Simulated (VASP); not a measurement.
Here is a VASP 6.6.1 calculation.

INCAR

```
ALGO = Fast ; EDIFF = 1E-6
ENCUT = 520 ; GGA = PE
ISIF = 2 ; ISMEAR = 0
LASPH = True ; LCHARG = False
LREAL = False ; LWAVE = False
NBANDS = 13 ; NELM = 80
PREC = Accurate ; SIGMA = 0.1
```

The input KPOINTS:

```
k-points
0
Gamma
  18 18 18
```

POSCAR

```
W
1.0
   -1.5756980310      1.5756980310      1.5756980310
    1.5756980310     -1.5756980310      1.5756980310
    1.5756980310      1.5756980310     -1.5756980310
W
1
Direct
    0.0000000000      0.0000000000      0.0000000000
```

Potentials or basis: VASP PAW PBE potentials, release 64 (W_sv).

Run with:

```bash
$ cat potpaw_PBE.64/W_sv/POTCAR > POTCAR
$ mpirun -np 1 vasp_std > vasp.out
```

Question: Estimate the band gap on the k mesh.

Answer: Zero (bands 7 and 8 overlap by 6.51 eV).

Question: Estimate the pressure.

Answer: 10.6 GPa.

Caveat: the cell stands under pressure; spin-orbit coupling is left out, which moves the levels of the heavy elements.
